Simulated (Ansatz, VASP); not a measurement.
**One calculation of CS2, two programs**

```
C S
1.0
     4.17037    0.00000    0.00000
     0.00000    4.17037    0.00000
     0.00000    0.00000    2.23960
C S
1 2
Direct
  0.00000 0.00000 0.00000
  0.00000 0.50000 0.00000
  0.50000 0.00000 0.00000
```

Alike in both runs: functional PBE; dispersion D3(BJ); k mesh 12 × 12 × 20; occupations gaussian, width 0.1 eV; no spin polarisation.

Ansatz relaxed the structure, and its values are those at the end. VASP's run is a single point on that final structure, the one shown.

|  | VASP | Ansatz |
| --- | --- | --- |
| version | VASP 6.6.1 | Ansatz 0.2.0 |
| potentials or method | VASP PAW PBE potentials, release 64 (C, S), cutoff 520 eV | scalar-relativistic, plane waves, PAW |
| valence electrons in the cell | 16 | 16 |

VASP gave:

```
gap on the k mesh at the Fermi level (eV) : none
pressure (GPa)                            : -0.3
```

What did Ansatz give for the same quantities?

gap on the k mesh at the Fermi level (eV): none; pressure (GPa): 0.0.

A gap of «none» marks a metal or a gap that the smearing closes.
